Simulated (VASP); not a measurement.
Runs of VASP 6.6.1 on Ag2Pt. The structure is that of space group Fm-3m (No. 225), or close to it. The cells are those of the table. 

```tsv
task	cell	k mesh	cutoff (eV)	gap on the mesh (eV)	pressure (GPa)
single point	a = 4.221 Å, angles 60.0°, 3 atoms	6 × 6 × 6	520	none	(a)
single point	a = 4.436 Å, angles 60.0°, 3 atoms	12 × 12 × 12	520	none	-0.1
single point	a = 4.435 Å, angles 60.0°, 3 atoms	6 × 6 × 6	520	none	0.1
relaxation of cell and atoms	relaxed from a = 4.221 Å, angles 60.0°, 3 atoms	6 × 6 × 6	600	none	-0.1
relaxation of cell and atoms	relaxed from a = 4.435 Å, angles 60.0°, 3 atoms	12 × 12 × 12	600	none	0.0
```

Alike in all rows: level PBE; potentials or basis VASP PAW PBE potentials, release 64 (Ag, Pt); no spin polarisation; smearing gaussian 0.1 eV.

Question: Fill in the values left out.

Answer: (a) 20.9.

Caveats: spin-orbit coupling is left out, which moves the levels of the heavy elements; the cell stands under pressure (at least some runs); the relaxation stopped at its first step, so nothing moved (at least some runs).

A k mesh can miss the band edges, and the runs leave out spin-orbit coupling on Ag, Pt.

A gap of «none» marks levels without a gap at the run's occupations.
